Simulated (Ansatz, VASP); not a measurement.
## One calculation of Mo, two programs

```
CELL_PARAMETERS angstrom
0.00000 1.99465 1.99465
1.99465 0.00000 1.99465
1.99465 1.99465 0.00000
ATOMIC_POSITIONS crystal
Mo 0.00000 0.00000 0.00000
```

Change from the starting cell: volume scaled by 0.97.

Alike in both runs: task single point; functional PBE; k mesh 17 × 17 × 17; occupations fermi-dirac, width 0.08 eV; no spin polarisation.

|  | VASP | Ansatz |
| --- | --- | --- |
| version | VASP 6.6.1 | Ansatz 0.2.0 |
| potentials or method | VASP PAW PBE potentials, release 64 (Mo_sv), cutoff 520 eV | all-electron LAPW, scalar-relativistic |

```csv
,VASP,Ansatz,Ansatz less VASP
pressure (GPa),3.0,2.5,-0.46
```

Ansatz ran all-electron here, and VASP with PAW potentials.
